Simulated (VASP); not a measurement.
Wanted: the native input for a VASP 6.6.1 run.

```yaml
Task: single point
Functional: PBE
Potentials_or_basis: VASP PAW PBE potentials, release 64 (Sn_d, O)
Cutoff: 520 eV
k_mesh: 4 × 4 × 6
Occupations: fermi-dirac, width 0.01 eV
Spin: no spin polarisation
Dipole_correction: no
k_mesh_for_the_DOS: 6 × 6 × 9
Occupations_for_the_DOS: tetrahedron
Further_INCAR_settings: ALGO = Normal; EDIFF = 1e-07
```

SnO2:

```xyz
6
Lattice="4.7374 0.0000 0.0000 0.0000 4.7374 0.0000 0.0000 0.0000 3.1864" Properties=species:S:1:pos:R:3 pbc="T T T"
Sn    0.0000    0.0000    0.0000
Sn    2.3687    2.3687    1.5932
O     1.4478    1.4478    0.0000
O     0.9208    3.8165    1.5932
O     3.2895    3.2895    0.0000
O     3.8165    0.9208    1.5932
```

These files were run (other wordings do the same):

POSCAR

```
SnO2
1.0
    4.7373500000      0.0000000000      0.0000000000
    0.0000000000      4.7373500000      0.0000000000
    0.0000000000      0.0000000000      3.1864000000
Sn O
2 4
Direct
    0.0000000000      0.0000000000      0.0000000000
    0.5000000000      0.5000000000      0.5000000000
    0.3056200000      0.3056200000      0.0000000000
    0.1943800000      0.8056200000      0.5000000000
    0.6943800000      0.6943800000      0.0000000000
    0.8056200000      0.1943800000      0.5000000000
```

INCAR.step1

```
ALGO     = Normal         # electronic algorithm
EDIFF    = 1E-7           # SCF threshold, eV
ENCUT    = 520            # plane-wave cutoff, eV
GGA      = PE             # functional
ISIF     = 2              # what is computed and relaxed
ISMEAR   = -1             # smearing method
LASPH    = True           # aspherical terms in the spheres
LCHARG   = True           # write CHGCAR
LREAL    = False          # projectors in reciprocal space
LWAVE    = False          # write WAVECAR
NBANDS   = 35             # bands
NELM     = 80             # most SCF steps
PREC     = Accurate       # precision mode
SIGMA    = 0.01           # smearing width, eV
```

KPOINTS.step1

```
k-points
0
Gamma
  4 4 6
```

INCAR.step2

```
ALGO     = Normal         # electronic algorithm
EDIFF    = 1E-7           # SCF threshold, eV
ENCUT    = 520            # plane-wave cutoff, eV
GGA      = PE             # functional
ICHARG   = 11             # starting density
ISIF     = 2              # what is computed and relaxed
ISMEAR   = -5             # smearing method
LASPH    = True           # aspherical terms in the spheres
LCHARG   = False          # write CHGCAR
LORBIT   = 11             # projections on sites
LREAL    = False          # projectors in reciprocal space
LWAVE    = False          # write WAVECAR
NEDOS    = 1001           # points of the DOS
NELM     = 80             # most SCF steps
PREC     = Accurate       # precision mode
SIGMA    = 0.01           # smearing width, eV
```

KPOINTS.step2

```
k-points
0
Gamma
  6 6 9
```

Potentials or basis: VASP PAW PBE potentials, release 64 (Sn_d, O).

Launch:

```console
$ cat potpaw_PBE.64/Sn_d/POTCAR potpaw_PBE.64/O/POTCAR > POTCAR
$ cp INCAR.step1 INCAR
$ cp KPOINTS.step1 KPOINTS
$ mpirun -np 1 vasp_std > vasp.out
$ cp INCAR.step2 INCAR
$ cp KPOINTS.step2 KPOINTS
$ mpirun -np 1 vasp_std > vasp.out
```

Results of the run:

```yaml
Valence_electrons_inside_the_program's_atomic_spheres: Sn 12.37; O 5.08
```

Run time: 50 s on 1 thread of Intel(R) Xeon(R) Platinum 8559C (Emerald Rapids) (shared host), peak memory 0.22 GiB.
